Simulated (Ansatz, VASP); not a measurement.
## One calculation of Sb, two programs

```xyz
6
Lattice="8.4792 0.0000 0.0000 -4.2396 7.3432 0.0000 0.0000 0.0000 3.4996" Properties=species:S:1:pos:R:3 pbc="T T T"
Sb    2.7602    0.0000    1.7498
Sb   -1.3801    2.3904    2.9163
Sb    2.8595    4.9528    0.5833
Sb    5.7190    0.0000    1.7498
Sb   -2.8595    4.9528    2.9163
Sb    1.3801    2.3904    0.5833
```

Alike in both runs: functional PBE; k mesh 3 × 3 × 6; occupations gaussian, width 0.1 eV; no spin polarisation.

Ansatz relaxed the structure, and its values are those at the end. VASP's run is a single point on that final structure, the one shown.

```csv
,VASP,Ansatz
version,VASP 6.6.1,Ansatz 0.2.0
potentials or method,"VASP PAW PBE potentials, release 64 (Sb), cutoff 520 eV","scalar-relativistic, plane waves, PAW"
valence electrons in the cell,30,90
```

```tsv
	VASP	Ansatz	Ansatz less VASP
gap on the k mesh at the Fermi level (eV)	none	none	-
pressure (GPa)	-0.2	-0.2	+0.01
rms of the force components (eV/Å)	0.001	0.005	+0.0041
```

A gap of «none» marks a metal or a gap that the smearing closes. VASP's potentials hold 30 valence electrons a cell and Ansatz's 90, so a difference there can come from the potentials and not from the codes.

Neither program's run includes spin-orbit coupling.
